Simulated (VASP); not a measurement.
Here is a VASP 6.6.1 calculation.

INCAR

```
PREC     = Accurate       # precision mode
ENCUT    = 600            # plane-wave cutoff, eV
EDIFF    = 1E-7           # SCF threshold, eV
ISMEAR   = -1             # smearing method
SIGMA    = 0.1            # smearing width, eV
LREAL    = F              # projectors in reciprocal space
LASPH    = T              # aspherical terms in the spheres
NELM     = 80             # most SCF steps
ALGO     = Normal         # electronic algorithm
ISIF     = 3              # what is computed and relaxed
LWAVE    = F              # write WAVECAR
LCHARG   = F              # write CHGCAR
GGA      = PE             # functional
IBRION   = 2              # ionic algorithm
NSW      = 60             # ionic steps
EDIFFG   = -0.005         # ionic threshold
PSTRESS  = 2200.0
```

Contents of KPOINTS:

```
Automatic mesh
0
Gamma
  18 18 18
```

File POSCAR:

```
Sb
1.0
   -1.4947886418      1.4947886418      1.4947886418
    1.4947886418     -1.4947886418      1.4947886418
    1.4947886418      1.4947886418     -1.4947886418
Sb
1
Direct
    0.0000000000      0.0000000000      0.0000000000
```

Potentials or basis: VASP PAW PBE potentials, release 64 (Sb).

Command:

```bash
$ cat potpaw_PBE.64/Sb/POTCAR > POTCAR
$ mpirun -np 1 vasp_std > vasp.out
```

Task: Predict the relaxed volume.

Result: 13.45 Å³/atom.

Task: What does it give for the space group after relaxing (to 0.1 Å)?

Result: Im-3m (No. 229).

Task: Estimate the band gap on the k mesh.

Result: Zero (an odd number of electrons rules out a gap without spin polarisation).

Step by step:
```tsv
step	energy change (eV)	largest force (eV/Å)	pressure (GPa)	volume (Å³)
1	0.0000	0.0000	225.82	13.36
2	-1.1866	0.0000	172.53	14.32
3	-0.1328	0.0000	219.83	13.46
4	-0.1290	0.0000	220.00	13.45
```

Caveat: the cell is relaxed towards a set pressure, so the run minimises the enthalpy, not the energy; spin-orbit coupling is left out, which moves the levels of the heavy elements; an odd number of electrons without spin polarisation forces a metal; a magnetic or distorted state may lie lower.
